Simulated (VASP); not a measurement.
## WC: single point with PBEsol

The system is WC.

```
W C
1.0
     0.00000    2.19268    2.19268
     2.19268    0.00000    2.19268
     2.19268    2.19268    0.00000
W C
1 1
Direct
  0.97581 0.00000 0.00000
  0.50000 0.50000 0.50000
```

This cell differs from its parent crystal: all W atoms moved +0.075 Å, as atom 1 towards its neighbour atom 1 (W) at 3.101 Å.

```
Program                : VASP 6.6.1
Task                   : single point
Functional             : PBEsol
Potentials or basis    : VASP PAW PBE potentials, release 64 (W_sv, C_h)
Cutoff                 : 1300 eV
k mesh                 : 18 × 18 × 18
Occupations            : gaussian, width 0.15 eV
Spin                   : no spin polarisation
Dipole correction      : no
Further INCAR settings : ALGO = Normal; EDIFF = 1e-06; NBANDS = 16
```

```json
{
  "Pressure": "-8.3 GPa",
  "Largest force": "0.487 eV/Å",
  "Band gap on the k mesh": "zero (bands 9 and 10 overlap by 3.13 eV)"
}
```

Forces on the atoms (eV/Å):
```
W    0.000  0.345  0.345
C    0.000 -0.345 -0.345
```

Stress tensor (GPa, compression positive):
```
-9.35  0.00  0.00
 0.00 -7.84 -0.05
 0.00 -0.05 -7.84
```

Levels at points of the mesh, in eV from the Fermi level:
| k point | band 5 | band 6 | band 7 | band 8 | band 9 | band 10 | band 11 | band 12 | band 13 | band 14 |
| --- | --- | --- | --- | --- | --- | --- | --- | --- | --- | --- |
| (0.00, 0.00, 0.00) | -15.74 | -2.88 | -2.87 | -2.73 | -1.63 | -1.25 | -0.83 | -0.49 | -0.28 | 6.53 |
| (0.50, 0.00, 0.00) | -11.14 | -9.74 | -6.55 | -6.54 | 1.07 | 1.09 | 2.37 | 4.91 | 8.81 | 8.85 |
| (0.00, 0.50, 0.00) | -11.11 | -9.78 | -6.53 | -6.50 | 1.07 | 1.07 | 2.35 | 4.82 | 8.69 | 8.84 |
| (0.50, 0.50, 0.00) | -13.50 | -5.80 | -5.55 | -2.47 | -2.39 | 0.92 | 2.30 | 2.31 | 5.37 | 7.29 |
| (0.00, 0.50, 0.50) | -13.50 | -5.85 | -5.56 | -2.51 | -2.32 | 0.95 | 2.31 | 2.31 | 5.46 | 7.25 |

Run time: 5.7 min on 1 thread of Intel(R) Xeon(R) 6975P-C (Granite Rapids), with other jobs on the host, peak memory 1.1 GiB.

Caveat: the cell differs from its parent crystal (all W atoms moved +0.075 Å, as atom 1 towards its neighbour atom 1 (W) at 3.101 Å); the cell stands under tension; the PAW data sets were made with another functional, which shifts forces and pressure a little; spin-orbit coupling is left out, which moves the levels of the heavy elements.
